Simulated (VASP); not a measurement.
# ScIn3SbP (P-6m2) in VASP: a series of runs, part 2 of 3

VASP 6.6.1. The steps go on from the part before.

## (5) Relaxation of cell and atoms, PBE

The input, INCAR:

```
  PREC = Accurate
  ENCUT = 600
  EDIFF = 1E-7
  ISMEAR = 0
  SIGMA = 0.1
  LREAL = F
  LASPH = T
  NELM = 100
  ALGO = Normal
  ISIF = 3
  LWAVE = F
  LCHARG = F
  GGA = PE
  IBRION = 2
  NSW = 90
  EDIFFG = -0.04
```

The input, KPOINTS:

```
regular mesh
0
Gamma
  3 3 4
```

The input, POSCAR:

```
ScIn3SbP
1.0
    6.1468197900      0.0000000000      0.0000000000
   -3.0734099000      5.3233020900      0.0000000000
    0.0000000000      0.0000000000      4.6107928500
Sc In Sb P
1 3 1 1
Direct
    0.0000000000      0.0000000000      0.0000000000
    0.5005080000      0.0010160000      0.5000000000
    0.9989840000      0.4994920000      0.5000000000
    0.5005080000      0.4994920000      0.5000000000
    0.6666666700      0.3333333300      0.0000000000
    0.3333333300      0.6666666700      0.0000000000
```

Potentials or basis: VASP PAW PBE potentials, release 64 (Sc_sv, In_d, Sb, P).

Command:

```bash
$ cat potpaw_PBE.64/Sc_sv/POTCAR potpaw_PBE.64/In_d/POTCAR potpaw_PBE.64/Sb/POTCAR potpaw_PBE.64/P/POTCAR > POTCAR
$ mpirun -np 1 vasp_std > vasp.out
```

OUTCAR:

```text
PREC = Accurate
   ENCUT = 600
   EDIFF = 1E-7
   ISMEAR = 0
   LREAL = F
   LASPH = T
   NELM = 100
   ISIF = 3
   GGA = PE
   IBRION = 2
   NSW = 90
   EDIFFG = -0.04

 ion  position               nearest neighbor table
   1  0.000  0.000  0.000-   5 3.55   5 3.55   5 3.55
   2  0.501  0.001  0.500-   5 2.91   5 2.91   6 2.91   6 2.91   3 3.06   4 3.06   3 3.08   4 3.08

   3  0.999  0.499  0.500-   5 2.91   5 2.91   6 2.91   6 2.91   2 3.06   4 3.06   2 3.08   4 3.08

   4  0.501  0.499  0.500-   5 2.91   5 2.91   6 2.91   6 2.91   3 3.06   2 3.06   3 3.08   2 3.08

   5  0.667  0.333  0.000-   3 2.91   3 2.91   2 2.91   2 2.91   4 2.91   4 2.91   1 3.55   1 3.55
                             1 3.55
   6  0.333  0.667  0.000-   3 2.91   3 2.91   2 2.91   2 2.91   4 2.91   4 2.91

  LATTYP: Found a hexagonal cell.
 ALAT       =     6.1468197900
 C/A-ratio  =     0.7501103022

  Lattice vectors:

 A1 = (   6.1468197900,   0.0000000000,   0.0000000000)
 A2 = (  -3.0734099000,   5.3233020900,   0.0000000000)
 A3 = (   0.0000000000,   0.0000000000,   4.6107928500)

Analysis of symmetry for initial positions (statically):
=====================================================================
 Subroutine PRICEL returns:
 Original cell was already a primitive cell.

 Routine SETGRP: Setting up the symmetry group for a
 hexagonal supercell.

 Subroutine GETGRP returns: Found 12 space group operations
 (whereof 12 operations were pure point group operations)
 out of a pool of 24 trial point group operations.

The static configuration has the point symmetry D_3h.

Analysis of symmetry for dynamics (positions and initial velocities):
=====================================================================
 Subroutine PRICEL returns:
 Original cell was already a primitive cell.

 Routine SETGRP: Setting up the symmetry group for a
 hexagonal supercell.

 Subroutine GETGRP returns: Found 12 space group operations
 (whereof 12 operations were pure point group operations)
 out of a pool of 24 trial point group operations.

The dynamic configuration has the point symmetry D_3h.

 Subroutine INISYM returns: Found 12 space group operations
 (whereof 12 operations are pure point group operations),
 and found     1 'primitive' translations

----------------------------------------------------------------------------------------

                                     Primitive cell

  volume of cell :     150.8715

  direct lattice vectors                    reciprocal lattice vectors
     6.146819790  0.000000000  0.000000000     0.162685752  0.093926663  0.000000000
    -3.073409900  5.323302090  0.000000000     0.000000000  0.187853325  0.000000000
     0.000000000  0.000000000  4.610792850     0.000000000  0.000000000  0.216882439

  length of vectors
     6.146819790  6.146819792  4.610792850     0.187853326  0.187853325  0.216882439

  position of ions in fractional coordinates (direct lattice)
     0.000000000  0.000000000  0.000000000
     0.500508000  0.001016000  0.500000000
     0.998984000  0.499492000  0.500000000
     0.500508000  0.499492000  0.500000000
     0.666666670  0.333333330  0.000000000
     0.333333330  0.666666670  0.000000000

  ion indices of the primitive-cell ions
   primitive index   ion index
                 1           1
                 2           2
                 3           3
[... 48 lines left out ...]
   NGXF,Y,Z  is equivalent  to a cutoff of  27.05, 27.05, 28.84 a.u.
 SYSTEM =  unknown system
   PREC   = accura    normal or accurate (medium, high low for compatibility)
   ISTART =      0    job   : 0-new  1-cont  2-samecut
   ICHARG =      2    charge: 1-file 2-atom 10-const
   ISPIN  =      1    spin polarized calculation?
   LNONCOLLINEAR =      F non collinear calculations
   LSORBIT =      F    spin-orbit coupling
   LASPH  =      T    aspherical Exc in radial PAW
   ENCUT  =  600.0 eV  44.10 Ry    6.64 a.u.  12.28 12.28  9.21*2*pi/ulx,y,z
   NELM   =    100;   NELMIN=  2; NELMDL= -5     # of ELM steps
   EDIFF  = 0.1E-06   stopping-criterion for ELM
   LREAL  =      F    real-space projection
   EDIFFG = -.4E-01   stopping-criterion for IOM
   NSW    =     90    number of steps for IOM
   IBRION =      2    ionic relax: 0-MD 1-quasi-New 2-CG
   NFREE  =      1    steps in history (QN), initial steepest desc. (CG)
   ISIF   =      3    stress and relaxation
   ISYM   =      2    0-nonsym 1-usesym 2-fastsym
   POTIM  = 0.5000    time-step for ionic-motion
   TEBEG  =    0.0;   TEEND  =   0.0 temperature during run
   PSTRESS=    0.0 pullay stress
   NELECT =      60.0000    total number of electrons
   NUPDOWN=      -1.0000    fix difference up-down
   EMIN   =  10.00;   EMAX   =-10.00  energy-range for DOS
   EFERMI =   0.00;   METHOD = LEGACY
   ISMEAR =     0;   SIGMA  =   0.10  broadening in eV -4-tet -1-fermi 0-gaus
   EFERMI_NEDOS =   21; number of points for ismear=-14 and -15
   IALGO  =     38    algorithm
   IMIX   =      4    mixing-type and parameters
     AMIX     =   0.40;   BMIX     =  1.00
     AMIX_MAG =   1.60;   BMIX_MAG =  1.00
  volume/ion in A,a.u.               =      25.15       169.69
  Fermi-wavevector in a.u.,A,eV,Ry     =   1.203898  2.275036 19.719865  1.449369
  Thomas-Fermi vector in A             =   2.339638
   LORBIT       =      0    0 simple, 1 ext, 2 COOP (PROOUT), +10 PAW based schemes
   GGA     = PE    functional components
   LHFCALC =     F    Hartree Fock is set to
   AEXX    =    0.0000 exact exchange contribution
   IVDW    =     0    specifies the selected vdW correction
   LEPSILON=     F    determine dielectric tensor
   LRPA    =     F    only Hartree local field effects (RPA)
 conjugate gradient relaxation of ions
 non-spin polarized calculation
 Gauss-broadening in eV      SIGMA  =   0.10
  energy-cutoff  :      600.00
  volume of cell :      150.87
 maximum number of plane-waves:      5052
 NGX is ok and might be reduce to    50
   NGX = 25   NGY = 25   NGZ = 19

--------------------------------------- Ionic step        1  -------------------------------------------

 number of electron      60.0000005 magnetization

 Free energy of the ion-electron system (eV)
  ---------------------------------------------------
  ext. energy  EPLUGINS =         0.00000000
  ---------------------------------------------------
  free energy    TOTEN  =       -21.51789774 eV

  energy without entropy =      -21.48954057  energy(sigma->0) =      -21.50371916

------------------------ aborting loop because EDIFF is reached ----------------------------------------

  FORCE on cell =-STRESS in cart. coord.  units (eV):
  Direction    XX          YY          ZZ          XY          YZ          ZX
  --------------------------------------------------------------------------------------
  -------------------------------------------------------------------------------------
  Total        1.2833430      1.2833430      7.4620764     -0.0000000     -0.0000000      0.0000000
  in kB       13.6284398     13.6284398     79.2433943     -0.0000000     -0.0000000      0.0000000
  external PRESSURE =      35.5000913 kB  Pullay stress =       0.0000000 kB
[... 101 lines left out ...]
  FREE ENERGIE OF THE ION-ELECTRON SYSTEM (eV)
  ---------------------------------------------------
  free  energy   TOTEN  =       -21.8812320130 eV

  energy  without entropy=      -21.8571276605  energy(sigma->0) =      -21.86917984

 E-fermi :   7.0928     XC(G=0): -10.0635

 val. band max:        7.0644146232   @ k =   0.0000   0.0000   0.2500
 cond. band min:       7.1122726097   @ k =   0.3333  -0.0000   0.2500
 fundamental gap:      0.0478579864
 Fermi energy:         7.0928220280

 k-point     1 :       0.0000    0.0000    0.0000
  band No.  band energies     occupation
      1     -43.7649      2.00000
      2     -22.5864      2.00000
      3     -22.2347      2.00000
      4     -22.2347      2.00000
      5      -8.6478      2.00000
      6      -8.3858      2.00000
[... 340 lines left out ...]
     35       8.6429      0.00000
     36       8.6564      0.00000

[... ionic steps 4 to 10 ...]

--------------------------------------- Ionic step       11  -------------------------------------------

 number of electron      59.9999977 magnetization

------------------------ aborting loop because EDIFF is reached ----------------------------------------
[... 75 lines left out ...]
--------------------------------------- Ionic step       13  -------------------------------------------

 number of electron      59.9999979 magnetization

 Free energy of the ion-electron system (eV)
  ---------------------------------------------------
  ext. energy  EPLUGINS =         0.00000000
  ---------------------------------------------------
  free energy    TOTEN  =       -22.29683891 eV

  energy without entropy =      -22.26628887  energy(sigma->0) =      -22.28156389

 E-fermi :   6.5935     XC(G=0):  -9.8862

 val. band max:        6.5859754333   @ k =   0.3333  -0.0000   0.2500
 cond. band min:       6.6065479693   @ k =   0.3333   0.3333   0.5000
 fundamental gap:      0.0205725360
 Fermi energy:         6.5935098132

 k-point     1 :       0.0000    0.0000    0.0000
  band No.  band energies     occupation
      1     -44.2738      2.00000
      2     -23.1239      2.00000
      3     -22.7221      2.00000
      4     -22.7221      2.00000
      5      -8.9415      2.00000
      6      -8.7101      2.00000
[... 373 lines left out ...]
  FREE ENERGIE OF THE ION-ELECTRON SYSTEM (eV)
  ---------------------------------------------------
  free  energy   TOTEN  =       -22.2968389123 eV

  energy  without entropy=      -22.2662888706  energy(sigma->0) =      -22.28156389

 reached required accuracy - stopping structural energy minimisation
```

Wall time 12 min (1 thread of Intel Xeon 6975P-C (Granite Rapids), shared host); peak memory 0.35 GiB.

Results:

```yaml
Free_energy: -22.2968 eV
Relaxed_volume: 25.93 Å³/atom
Relaxed_cell: a = 5.730 Å, b = 5.730 Å, c = 5.472 Å, α = 90.00°, β = 90.00°, γ = 120.00°
Space_group_after_relaxing_to_0.1_Å: P-6m2 (No. 187)
Energy_gained_by_relaxing: 129.8 meV/atom
Ionic_steps: 13
Pressure_after_relaxing: 0.0 GPa
Largest_force_after_relaxing: 0.027 eV/Å
Band_gap_on_the_k_mesh: zero (bands 30 and 31 overlap by 1.23 eV)
```

Forces on the atoms (eV/Å):
```
Sc   0.000  0.000  0.000
In   0.000  0.027  0.000
In  -0.023 -0.013  0.000
In   0.023 -0.013  0.000
Sb   0.000  0.000  0.000
P    0.000  0.000  0.000
```

The path:
| step | energy change (eV) | largest force (eV/Å) | pressure (GPa) | volume (Å³) |
| --- | --- | --- | --- | --- |
| 1 | 0.0000 | 1.2694 | 3.55 | 150.87 |
| 2 | -0.3621 | 0.2591 | -1.57 | 163.24 |
| 3 | -0.3633 | 0.1911 | -1.86 | 164.18 |
| 4 | -0.4676 | 0.3425 | -0.95 | 159.53 |
| 5 | -0.4914 | 0.7935 | -0.04 | 156.85 |
| 6 | -0.6249 | 0.7621 | 0.50 | 154.25 |
| 7 | -0.6065 | 0.2231 | 4.34 | 145.58 |
| 8 | -0.7194 | 0.6832 | 1.60 | 150.59 |
| 9 | -0.7208 | 0.6324 | 2.02 | 149.62 |
| 10 | -0.7643 | 0.4497 | 0.27 | 155.26 |
| 11 | -0.7729 | 0.1303 | 0.71 | 153.57 |
| 12 | -0.7788 | 0.0535 | -0.08 | 155.98 |
| 13 | -0.7789 | 0.0268 | 0.04 | 155.61 |

Final structure:
```cif
data_structure
_symmetry_space_group_name_H-M 'P 1'
_symmetry_Int_Tables_number 1
_cell_length_a 5.7305
_cell_length_b 5.7305
_cell_length_c 5.4717
_cell_angle_alpha 90.000
_cell_angle_beta 90.000
_cell_angle_gamma 120.000
_cell_volume 155.61
loop_
_atom_site_label
_atom_site_type_symbol
_atom_site_fract_x
_atom_site_fract_y
_atom_site_fract_z
_atom_site_occupancy
Sc1 Sc 0.00000 0.00000 0.00000 1
In1 In 0.49825 0.99649 0.50000 1
In2 In 0.00351 0.50175 0.50000 1
In3 In 0.49825 0.50175 0.50000 1
Sb1 Sb 0.66667 0.33333 0.00000 1
P1 P 0.33333 0.66667 0.00000 1
```

Caveat: the k points lie up to 0.42 Å⁻¹ apart in the final cell, too coarse for converged energies and pressures of a metal; a cell axis changed by over 15 % at a fixed basis, so the end point is rough; spin-orbit coupling is left out, which moves the levels of the heavy elements.

## (6) Relaxation of cell and atoms, PBE

This run uses another cell than the first one, of 25.94 Å³/atom.

The input, INCAR:

```
  ALGO = Normal
  EDIFF = 1E-6
  EDIFFG = -0.04
  ENCUT = 600
  GGA = PE
  IBRION = 2
  ISIF = 3
  ISMEAR = 0
  LASPH = T
  LCHARG = F
  LREAL = F
  LWAVE = F
  NELM = 80
  NSW = 90
  PREC = Accurate
  SIGMA = 0.1
```

The input, KPOINTS:

```
k-points
0
Gamma
  6 6 4
```

The input, POSCAR:

```
ScIn3SbP
1.0
    5.7331055226      0.0000000000      0.0000000000
   -2.8665527613      4.9650150251      0.0000000000
    0.0000000000      0.0000000000      5.4673152530
Sc In Sb P
1 3 1 1
Direct
    0.0000000000      0.0000000000      0.0000000000
    0.4983340756      0.9966681512      0.5000000000
    0.0033318488      0.5016659244      0.5000000000
    0.4983340756      0.5016659244      0.5000000000
    0.6666666667      0.3333333333      0.0000000000
    0.3333333333      0.6666666667      0.0000000000
```

Potentials or basis: VASP PAW PBE potentials, release 64 (Sc_sv, In_d, Sb, P).

Command:

```bash
$ cat potpaw_PBE.64/Sc_sv/POTCAR potpaw_PBE.64/In_d/POTCAR potpaw_PBE.64/Sb/POTCAR potpaw_PBE.64/P/POTCAR > POTCAR
$ mpirun -np 1 vasp_std > vasp.out
```

Run time: 2.1 min. Hardware: 1 thread of Intel Xeon 6975P-C (Granite Rapids), shared host; peak memory 0.42 GiB.

Results (log left out):

| Quantity | Value |
| --- | --- |
| Free energy | -22.1563 eV |
| Pressure after relaxing | 0.2 GPa |
| Largest force after relaxing | 0.009 eV/Å |
| Band gap on the k mesh | zero (bands 30 and 31 overlap by 1.30 eV) |

Forces in eV/Å, atoms in the order of the input:
```
Sc   0.000  0.000  0.000
In   0.000  0.009  0.000
In  -0.008 -0.005  0.000
In   0.008 -0.005  0.000
Sb   0.000  0.000  0.000
P    0.000  0.000  0.000
```

Stress tensor (GPa, compression positive):
```
0.24 0.00 0.00
0.00 0.24 0.00
0.00 0.00 0.13
```

Final structure:
```yaml
crystal:
  lattice:
    - [5.73311, 0.00000, 0.00000]
    - [-2.86655, 4.96502, 0.00000]
    - [0.00000, 0.00000, 5.46732]
  atoms:
    - { symbol: Sc, position: [0.00000, 0.00000, 0.00000] }
    - { symbol: In, position: [0.49833, 0.99667, 0.50000] }
    - { symbol: In, position: [0.00333, 0.50167, 0.50000] }
    - { symbol: In, position: [0.49833, 0.50167, 0.50000] }
    - { symbol: Sb, position: [0.66667, 0.33333, 0.00000] }
    - { symbol: P, position: [0.33333, 0.66667, 0.00000] }
```

Levels at points of the mesh, in eV from the Fermi level:
```csv
k point,band 27,band 28,band 29,band 30,band 31,band 32,band 33,band 34
"(0.00, 0.00, 0.00)",-2.14,-2.14,-0.69,-0.13,-0.13,0.22,0.48,0.48
"(0.50, 0.00, 0.00)",-2.61,-1.01,-0.88,-0.54,-0.17,0.07,0.88,1.00
"(0.00, 0.00, 0.50)",-2.21,-1.45,-1.45,-0.77,-0.77,-0.06,0.25,1.42
"(0.50, 0.00, 0.50)",-2.57,-0.45,-0.20,0.46,0.54,0.83,0.90,0.94
```

Caveat: the relaxation stopped at its first step, so nothing moved; spin-orbit coupling is left out, which moves the levels of the heavy elements.

[end of part 2 of 3]

The gap in the log of VASP goes by the Fermi energy; the results here count the filled bands.